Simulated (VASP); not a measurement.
# Cl (R3) in VASP: relaxation of cell and atoms with PBE

Aim: the relaxation of cell and atoms of Cl with PBE.

All numbers are computed with VASP 6.6.1; they aren't measurements. Logs are shortened: lines on timing, memory, paths and dates and some standing lists are left out, and cuts for length are marked.

### 1 The cell of the first run

Symmetry: R3, No. 146, trigonal system. The conventional cell has a = 6.188 Å, b = 6.188 Å, c = 13.925 Å, α = 90.00°, β = 90.00°, γ = 120.00°. Within 2.8 Å of Cl (site symmetry 1) lie 1 Cl at 2.13 Å. Cl (site symmetry 3) has 12 Cl at 3.13 to 3.76 Å within 4.1 Å. Cl (site symmetry 3) has 3 Cl at 2.13 Å within 2.8 Å.

### 2 Relaxation of cell and atoms, PBE

INCAR

```
ALGO = Normal
EDIFF = 1E-6
EDIFFG = -0.04
ENCUT = 600
GGA = PE
IBRION = 2
ISIF = 3
ISMEAR = 0
LASPH = True
LCHARG = False
LREAL = False
LWAVE = False
NELM = 100
NSW = 90
PREC = Accurate
SIGMA = 0.1
```

KPOINTS

```
k-points
0
Gamma
  3 3 3
```

POSCAR

```
Cl
1.0
    3.0938306271      1.7862239454      4.6416854092
   -3.0938306271      1.7862239454      4.6416854092
    0.0000000000     -3.5724478908      4.6416854092
Cl
5
Direct
    0.5833333333      0.0903866667      0.0762800000
    0.0762800000      0.5833333333      0.0903866667
    0.0903866667      0.0762800000      0.5833333333
    0.7318733333      0.7318733333      0.7318733333
    0.3333333333      0.3333333333      0.3333333333
```

Potentials or basis: VASP PAW PBE potentials, release 64 (Cl).

The run is started by

```
$ cat potpaw_PBE.64/Cl/POTCAR > POTCAR
$ mpirun -np 1 vasp_std > vasp.out
```

OUTCAR:

```text
EDIFF = 1E-6
   EDIFFG = -0.04
   ENCUT = 600
   GGA = PE
   IBRION = 2
   ISIF = 3
   ISMEAR = 0
   LASPH = True
   LREAL = False
   NELM = 100
   NSW = 90
   PREC = Accurate

 ion  position               nearest neighbor table
   1  0.583  0.090  0.076-   5 2.13
   2  0.076  0.583  0.090-   5 2.13
   3  0.090  0.076  0.583-   5 2.13
   4  0.732  0.732  0.732-
   5  0.333  0.333  0.333-   2 2.13   1 2.13   3 2.13

  LATTYP: Found a trigonal (rhomboedric) cell.
 ALAT       =     5.8572713246
 COS(alpha) =     0.4420023369

  Lattice vectors:

 A1 = (   3.0938306271,   1.7862239454,   4.6416854092)
 A2 = (  -3.0938306271,   1.7862239454,   4.6416854092)
 A3 = (   0.0000000000,  -3.5724478908,   4.6416854092)

Analysis of symmetry for initial positions (statically):
=====================================================================
 Subroutine PRICEL returns:
 Original cell was already a primitive cell.

 Routine SETGRP: Setting up the symmetry group for a
 trigonal (rhombohedral) supercell.

 Subroutine GETGRP returns: Found  3 space group operations
 (whereof  3 operations were pure point group operations)
 out of a pool of 12 trial point group operations.

The static configuration has the point symmetry C_3 .

Analysis of symmetry for dynamics (positions and initial velocities):
=====================================================================
 Subroutine PRICEL returns:
 Original cell was already a primitive cell.

 Routine SETGRP: Setting up the symmetry group for a
 trigonal (rhombohedral) supercell.

 Subroutine GETGRP returns: Found  3 space group operations
 (whereof  3 operations were pure point group operations)
 out of a pool of 12 trial point group operations.

The dynamic configuration has the point symmetry C_3 .

 Subroutine INISYM returns: Found  3 space group operations
 (whereof  3 operations are pure point group operations),
 and found     1 'primitive' translations

----------------------------------------------------------------------------------------

                                     Primitive cell

  volume of cell :     153.9074

  direct lattice vectors                    reciprocal lattice vectors
     3.093830627  1.786223945  4.641685409     0.161611950  0.093306703  0.071812995
    -3.093830627  1.786223945  4.641685409    -0.161611950  0.093306703  0.071812995
     0.000000000 -3.572447891  4.641685409     0.000000000 -0.186613405  0.071812995

  length of vectors
     5.857271325  5.857271325  5.857271325     0.199954168  0.199954168  0.199954168

  position of ions in fractional coordinates (direct lattice)
     0.583333333  0.090386667  0.076280000
     0.076280000  0.583333333  0.090386667
     0.090386667  0.076280000  0.583333333
     0.731873333  0.731873333  0.731873333
     0.333333333  0.333333333  0.333333333

  ion indices of the primitive-cell ions
   primitive index   ion index
                 1           1
                 2           2
                 3           3
                 4           4
                 5           5

----------------------------------------------------------------------------------------

 KPOINTS: k-points

Automatic generation of k-mesh.
 Grid dimensions read from file:
 generate k-points for:    3    3    3

 Generating k-lattice:

  Cartesian coordinates                     Fractional coordinates (reciprocal lattice)
     0.053870650  0.031102234  0.023937665     0.333333333  0.000000000  0.000000000
    -0.053870650  0.031102234  0.023937665     0.000000000  0.333333333  0.000000000
     0.000000000 -0.062204468  0.023937665     0.000000000  0.000000000  0.333333333

  Length of vectors
     0.066651389  0.066651389  0.066651389

  Shift w.r.t. Gamma in fractional coordinates (k-lattice)
     0.000000000  0.000000000  0.000000000

 Subroutine IBZKPT returns following result:
 ===========================================

 Found      6 irreducible k-points:

 Following reciprocal coordinates:
            Coordinates               Weight
  0.000000  0.000000  0.000000      1.000000
  0.333333 -0.000000 -0.000000      6.000000
  0.333333  0.333333 -0.000000      6.000000
 -0.333333  0.333333  0.000000      6.000000
  0.333333  0.333333  0.333333      2.000000
 -0.333333  0.333333  0.333333      6.000000
   k-points           NKPTS =      6   k-points in BZ     NKDIM =      6   number of bands    NBANDS=     21
   number of dos      NEDOS =    301   number of ions     NIONS =      5
   total plane-waves  NPLWV = 110592
   dimension x,y,z NGX =    48 NGY =   48 NGZ =   48
   dimension x,y,z NGXF=    96 NGYF=   96 NGZF=   96
   ions per type =               5
   NGX,Y,Z   is equivalent  to a cutoff of  13.62, 13.62, 13.62 a.u.
   NGXF,Y,Z  is equivalent  to a cutoff of  27.25, 27.25, 27.25 a.u.
 SYSTEM =  unknown system
   PREC   = accura    normal or accurate (medium, high low for compatibility)
   ISTART =      0    job   : 0-new  1-cont  2-samecut
   ICHARG =      2    charge: 1-file 2-atom 10-const
   ISPIN  =      1    spin polarized calculation?
   LNONCOLLINEAR =      F non collinear calculations
   LSORBIT =      F    spin-orbit coupling
   LASPH  =      T    aspherical Exc in radial PAW
   ENCUT  =  600.0 eV  44.10 Ry    6.64 a.u.  11.70 11.70 11.70*2*pi/ulx,y,z
   NELM   =    100;   NELMIN=  2; NELMDL= -5     # of ELM steps
   EDIFF  = 0.1E-05   stopping-criterion for ELM
   LREAL  =      F    real-space projection
   EDIFFG = -.4E-01   stopping-criterion for IOM
   NSW    =     90    number of steps for IOM
   IBRION =      2    ionic relax: 0-MD 1-quasi-New 2-CG
   NFREE  =      1    steps in history (QN), initial steepest desc. (CG)
   ISIF   =      3    stress and relaxation
   ISYM   =      2    0-nonsym 1-usesym 2-fastsym
   POTIM  = 0.5000    time-step for ionic-motion
   TEBEG  =    0.0;   TEEND  =   0.0 temperature during run
   PSTRESS=    0.0 pullay stress
   NELECT =      35.0000    total number of electrons
   NUPDOWN=      -1.0000    fix difference up-down
   EMIN   =  10.00;   EMAX   =-10.00  energy-range for DOS
   EFERMI =   0.00;   METHOD = LEGACY
   ISMEAR =     0;   SIGMA  =   0.10  broadening in eV -4-tet -1-fermi 0-gaus
   EFERMI_NEDOS =   21; number of points for ismear=-14 and -15
   IALGO  =     38    algorithm
   IMIX   =      4    mixing-type and parameters
     AMIX     =   0.40;   BMIX     =  1.00
     AMIX_MAG =   1.60;   BMIX_MAG =  1.00
  volume/ion in A,a.u.               =      30.78       207.72
  Fermi-wavevector in a.u.,A,eV,Ry     =   0.999258  1.888324 13.585647  0.998517
  Thomas-Fermi vector in A             =   2.131536
   LORBIT       =      0    0 simple, 1 ext, 2 COOP (PROOUT), +10 PAW based schemes
   GGA     = PE    functional components
   LHFCALC =     F    Hartree Fock is set to
   AEXX    =    0.0000 exact exchange contribution
   IVDW    =     0    specifies the selected vdW correction
   LEPSILON=     F    determine dielectric tensor
   LRPA    =     F    only Hartree local field effects (RPA)
 conjugate gradient relaxation of ions
 non-spin polarized calculation
 Gauss-broadening in eV      SIGMA  =   0.10
  energy-cutoff  :      600.00
  volume of cell :      153.91
 maximum number of plane-waves:      5155
   NGX = 23   NGY = 23   NGZ = 23

--------------------------------------- Ionic step        1  -------------------------------------------

 number of electron      34.9999999 magnetization

 Free energy of the ion-electron system (eV)
  ---------------------------------------------------
  ext. energy  EPLUGINS =         0.00000000
  ---------------------------------------------------
  free energy    TOTEN  =        -5.43557905 eV

  energy without entropy =       -5.39296801  energy(sigma->0) =       -5.41427353

 E-fermi :   0.0762     XC(G=0):  -7.3835

 val. band max:        0.0280144055   @ k =   0.0000   0.0000   0.0000
 cond. band min:       0.0869339828   @ k =   0.3333   0.3333  -0.0000
 fundamental gap:      0.0589195773
 Fermi energy:         0.0761972515

 k-point     1 :       0.0000    0.0000    0.0000
  band No.  band energies     occupation
      1     -19.6303      2.00000
      2     -15.2593      2.00000
      3     -15.2593      2.00000
      4     -14.2184      2.00000
      5     -13.0624      2.00000
      6      -7.1557      2.00000
[... 13 lines left out ...]
     20       0.3635      0.00005
     21       5.7051      0.00000
[... 218 lines left out ...]
 POSITION                                       TOTAL-FORCE (eV/Angst)
 -----------------------------------------------------------------------------------
      1.73111      1.05226      3.41668         0.128691      0.031651      0.112121
     -1.77684      0.97305      3.41668        -0.091756      0.095624      0.112121
      0.04573     -2.02531      3.41668        -0.036934     -0.127275      0.112121
     -0.00000      0.00000     10.16762        -0.000000      0.000000      0.931489
     -0.00000      0.00000      4.66152        -0.000000      0.000000     -1.267852
 -----------------------------------------------------------------------------------
    total drift:                               -0.000000     -0.000000      0.000400

  FREE ENERGIE OF THE ION-ELECTRON SYSTEM (eV)
  ---------------------------------------------------
  free  energy   TOTEN  =        -5.9995102080 eV

  energy  without entropy=       -5.9657366132  energy(sigma->0) =       -5.98262341

[... ionic steps 4 to 39 ...]

--------------------------------------- Ionic step       40  -------------------------------------------

 number of electron      35.0000002 magnetization

------------------------ aborting loop because EDIFF is reached ----------------------------------------

  FORCE on cell =-STRESS in cart. coord.  units (eV):
  Direction    XX          YY          ZZ          XY          YZ          ZX
  --------------------------------------------------------------------------------------
  -------------------------------------------------------------------------------------
  Total        0.2235841      0.2235841      0.0639990     -0.0000000      0.0000000      0.0000000
  in kB        1.5415115      1.5415115      0.4412445     -0.0000001      0.0000000      0.0000000
  external PRESSURE =       1.1747558 kB  Pullay stress =       0.0000000 kB

 VOLUME and BASIS-vectors are now :
 -----------------------------------------------------------------------------
  energy-cutoff  :      600.00
  volume of cell :      232.38
      direct lattice vectors                 reciprocal lattice vectors
     4.120413813  2.378922144  3.951230459     0.121347032  0.070059745  0.084361906
    -4.120413917  2.378921965  3.951230459    -0.121347035  0.070059740  0.084361906
     0.000000103 -4.757844108  3.951230459     0.000000003 -0.140119485  0.084361906
[... 40 lines left out ...]
 POSITION                                       TOTAL-FORCE (eV/Angst)
 -----------------------------------------------------------------------------------
      2.07335      1.18952      2.76460        -0.041654     -0.017966     -0.003893
     -2.06683      1.20081      2.76460         0.036386     -0.027091     -0.003893
     -0.00652     -2.39033      2.76460         0.005268      0.045057     -0.003893
      0.00000     -0.00000     10.78116        -0.000000      0.000000     -0.033185
      0.00000     -0.00000      2.69656         0.000000     -0.000000      0.044865
 -----------------------------------------------------------------------------------
    total drift:                               -0.000000      0.000000     -0.001364

  FREE ENERGIE OF THE ION-ELECTRON SYSTEM (eV)
  ---------------------------------------------------
  free  energy   TOTEN  =        -8.0810470779 eV

  energy  without entropy=       -8.0443181433  energy(sigma->0) =       -8.06268261

--------------------------------------- Ionic step       42  -------------------------------------------

 number of electron      35.0000003 magnetization

 Free energy of the ion-electron system (eV)
  ---------------------------------------------------
  ext. energy  EPLUGINS =         0.00000000
  ---------------------------------------------------
  free energy    TOTEN  =        -8.08182866 eV

  energy without entropy =       -8.04508539  energy(sigma->0) =       -8.06345702

 E-fermi :  -2.8246     XC(G=0):  -5.4978

 val. band max:       -2.8362682748   @ k =   0.3333  -0.0000  -0.0000
 cond. band min:      -1.9399790079   @ k =  -0.3333   0.3333   0.0000
 fundamental gap:      0.8962892668
 Fermi energy:        -2.8245982516

 k-point     1 :       0.0000    0.0000    0.0000
  band No.  band energies     occupation
      1     -19.3400      2.00000
      2     -18.3133      2.00000
      3     -17.2257      2.00000
      4     -17.2257      2.00000
      5     -15.2960      2.00000
      6      -8.9888      2.00000
[... 13 lines left out ...]
     20      -0.6280      0.00000
     21       2.3913      0.00000
[... 140 lines left out ...]
 POSITION                                       TOTAL-FORCE (eV/Angst)
 -----------------------------------------------------------------------------------
      2.06973      1.18933      2.82641        -0.013764     -0.003297     -0.004333
     -2.06485      1.19778      2.82641         0.009737     -0.010272     -0.004333
     -0.00488     -2.38711      2.82641         0.004027      0.013568     -0.004333
      0.00000     -0.00000     11.01491        -0.000000      0.000000     -0.025813
      0.00000     -0.00000      2.74905         0.000000     -0.000000      0.038812
 -----------------------------------------------------------------------------------
    total drift:                               -0.000000      0.000000     -0.000313

  FREE ENERGIE OF THE ION-ELECTRON SYSTEM (eV)
  ---------------------------------------------------
  free  energy   TOTEN  =        -8.0818286562 eV

  energy  without entropy=       -8.0450853934  energy(sigma->0) =       -8.06345702

 reached required accuracy - stopping structural energy minimisation
```

Run time: 6.7 min. Hardware: 1 thread of Intel Xeon Platinum 8559C (Emerald Rapids), shared host; peak memory 0.3 GiB.

What came out:

| Item | Value |
| --- | --- |
| Free energy | -8.0818 eV |
| Relaxed volume | 48.28 Å³/atom |
| Relaxed cell | a = 6.279 Å, b = 6.279 Å, c = 6.279 Å, α = 82.26°, β = 82.26°, γ = 82.26° |
| Space group after relaxing (to 0.05 Å) | R3m (No. 160) |
| Energy gained by relaxing | 529.2 meV/atom |
| Ionic steps | 42 |
| Pressure after relaxing | 0.0 GPa |
| Largest force after relaxing | 0.039 eV/Å |

Forces on the atoms (eV/Å):
```
Cl  -0.014 -0.003 -0.004
Cl   0.010 -0.010 -0.004
Cl   0.004  0.014 -0.004
Cl   0.000  0.000 -0.026
Cl   0.000  0.000  0.039
```

Step by step:
```tsv
step	energy change (eV)	largest force (eV/Å)	pressure (GPa)	volume (Å³)
1	0.0000	1.8328	2.79	153.91
3	-0.5639	1.2679	-1.49	171.86
5	-1.0521	0.8329	0.39	159.29
7	-1.6930	0.7310	1.72	159.80
9	-1.7608	1.4265	2.97	151.52
11	-1.8562	0.9723	1.12	156.40
13	-2.0760	0.7300	0.42	158.14
15	-2.1977	0.8019	0.15	159.81
17	-2.3226	0.6141	0.24	162.06
19	-2.3661	0.6340	0.04	172.48
21	-2.4493	0.4069	0.32	167.37
23	-2.5115	0.3883	-0.81	182.09
25	-2.5570	0.2631	-0.46	184.40
27	-2.5985	0.1515	0.33	189.44
29	-2.6157	0.0954	-0.04	198.11
31	-2.6186	0.0795	-0.29	204.59
33	-2.6333	0.0855	0.07	210.52
35	-2.6361	0.0800	0.14	214.59
37	-2.6378	0.0814	-0.29	234.04
39	-2.6426	0.0642	-0.05	228.17
41	-2.6455	0.0455	0.06	235.54
42	-2.6462	0.0388	-0.04	241.40
```

Final structure:
```yaml
crystal:
  lattice:
    - [4.13046, 2.38472, 4.08460]
    - [-4.13046, 2.38472, 4.08460]
    - [0.00000, -4.76945, 4.08460]
  atoms:
    - { symbol: Cl, position: [0.56432, 0.06323, 0.06441] }
    - { symbol: Cl, position: [0.06441, 0.56432, 0.06323] }
    - { symbol: Cl, position: [0.06323, 0.06441, 0.56432] }
    - { symbol: Cl, position: [0.89890, 0.89890, 0.89890] }
    - { symbol: Cl, position: [0.22434, 0.22434, 0.22434] }
```

Levels at points of the mesh, in eV from the Fermi level:
```csv
k point,band 16,band 17,band 18,band 19,band 20,band 21
"(0.00, 0.00, 0.00)",-1.64,-1.30,-0.40,2.20,2.20,5.22
```

Caveat: the k points lie up to 0.34 Å⁻¹ apart in the final cell; the volume moved by over 15 % at a fixed basis, so the end points are rough; an odd number of electrons without spin polarisation forces a metal; a magnetic or distorted state may lie lower.
